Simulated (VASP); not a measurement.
# Ag: single point with PBE

Ag, a slab with vacuum:

```xyz
6
Lattice="2.9356 0.0000 0.0000 -1.4678 2.5423 0.0000 0.0000 0.0000 26.9692" Properties=species:S:1:pos:R:3 pbc="T T T"
Ag    0.0000    0.0000    7.5477
Ag    1.4678    0.8474    9.9185
Ag    0.0000    1.6949   12.2935
Ag    1.4678    0.8474   14.6756
Ag    0.0000    1.6949   17.0506
Ag    0.0000    0.0000   19.4215
```

```
Program                : VASP 6.6.1
Task                   : single point
Functional             : PBE
Potentials or basis    : VASP PAW PBE potentials, release 64 (Ag)
Cutoff                 : 520 eV
k mesh                 : 12 × 12 × 1
Occupations            : gaussian, width 0.1 eV
Spin                   : no spin polarisation
Dipole correction      : yes
Further INCAR settings : ALGO = Normal; EDIFF = 1e-07; NBANDS = 42
```

The largest force is 0.005 eV/Å. The band gap on the k mesh is zero (bands 33 and 34 overlap by 6.19 eV).

Forces on the atoms (eV/Å):
```
Ag   0.000  0.000  0.005
Ag   0.000  0.000 -0.003
Ag   0.000  0.000  0.000
Ag   0.000  0.000  0.000
Ag   0.000  0.000  0.003
Ag   0.000  0.000 -0.005
```

Levels at points of the mesh, in eV from the Fermi level:
| k point | band 30 | band 31 | band 32 | band 33 | band 34 | band 35 | band 36 | band 37 |
| --- | --- | --- | --- | --- | --- | --- | --- | --- |
| (0.00, 0.00, 0.00) | -3.36 | -3.12 | -3.12 | -3.05 | -3.05 | -2.23 | -0.49 | 0.20 |
| (0.50, 0.00, 0.00) | -2.79 | 0.08 | 0.30 | 0.83 | 1.20 | 1.47 | 1.51 | 3.89 |

Run time: 3.6 min on 1 thread of Intel(R) Xeon(R) Platinum 8488C (Sapphire Rapids) (shared host), peak memory 0.38 GiB.
